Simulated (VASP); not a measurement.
Crystal: KF.

```
K F
1.0
     4.48472    0.00000    0.00000
    -2.24236    3.88388    0.00000
     0.00000    0.00000    5.27170
K F
2 2
Direct
  0.33333 0.66667 0.25000
  0.66667 0.33333 0.75000
  0.66667 0.33333 0.25000
  0.33333 0.66667 0.75000
```

Program: VASP 6.6.1. Alike in all runs: potentials or basis VASP PAW PBE potentials, release 64 (K_sv, F); no spin polarisation; cell as given; cutoff (eV) 520. Hardware: 1 thread of AMD EPYC 7R43 64-Core Processor (Zen 3), on a shared host.

Problem. Order these runs on this cell by their wall time, lowest first.
A. task single point; level r2SCAN; k mesh 6 × 6 × 6; smearing gaussian 0.01 eV
B. task dielectric tensor; level PBE; k mesh 6 × 6 × 4; smearing gaussian 0.01 eV
C. task single point; level PBE; k mesh 6 × 6 × 6; smearing fermi-dirac 0.02 eV

Solution. C (59 s), A (250 s), B (970 s).
